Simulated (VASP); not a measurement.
Set up this calculation in VASP 6.6.1, as the native input.

```yaml
Task: single point
Functional: PBE
Potentials_or_basis: VASP PAW PBE potentials, release 64 (Sc_sv, B, Pt)
Cutoff: 520 eV
k_mesh: 12 × 12 × 12
Occupations: gaussian, width 0.15 eV
Spin: no spin polarisation
Dipole_correction: no
Further_INCAR_settings: ALGO = Fast; EDIFF = 1e-06; NBANDS = 30
```

The structure of ScBPt3 lies in POSCAR:

```
ScBPt3
1.0
    4.2573599692      0.1105807784      0.1105807784
    0.1105807784      4.2573599692      0.1105807784
    0.1105807784      0.1105807784      4.2573599692
Sc B Pt
1 1 3
Direct
    0.0000000000      0.0000000000      0.0000000000
    0.5000000000      0.5000000000      0.5000000000
    0.0000000000      0.5000000000      0.5000000000
    0.5000000000      0.5000000000      0.0000000000
    0.5000000000      0.0000000000      0.5000000000
```

This cell differs from its parent crystal: ratio of the length along [111] to the lengths across it x 1.08, volume and fractional coordinates fixed.

These files were run (other wordings do the same):

INCAR

```
SYSTEM = ScBPt3
PREC = Accurate ; ENCUT = 520
EDIFF = 1E-6 ; ISMEAR = 0
SIGMA = 0.15 ; LREAL = .FALSE.
LASPH = .TRUE. ; NELM = 80
ALGO = Fast ; ISIF = 2
LWAVE = .FALSE. ; LCHARG = .TRUE.
GGA = PE ; LELF = .TRUE.
LVHAR = .TRUE. ; NBANDS = 30
```

KPOINTS

```
Automatic mesh
0
G
  12 12 12
  0 0 0
```

Potentials or basis: VASP PAW PBE potentials, release 64 (Sc_sv, B, Pt).

Launch:

```sh
$ cat potpaw_PBE.64/Sc_sv/POTCAR potpaw_PBE.64/B/POTCAR potpaw_PBE.64/Pt/POTCAR > POTCAR
$ mpirun -np 1 vasp_std > vasp.out
```

It gave:

```yaml
Pressure: -0.1 GPa
Band_gap_on_the_k_mesh: zero (bands 22 and 23 overlap by 1.22 eV)
```

Caveat: spin-orbit coupling is left out, which moves the levels of the heavy elements.

It took 10 min on 1 thread of Intel Xeon 8259CL (shared host), peak memory 0.5 GiB.
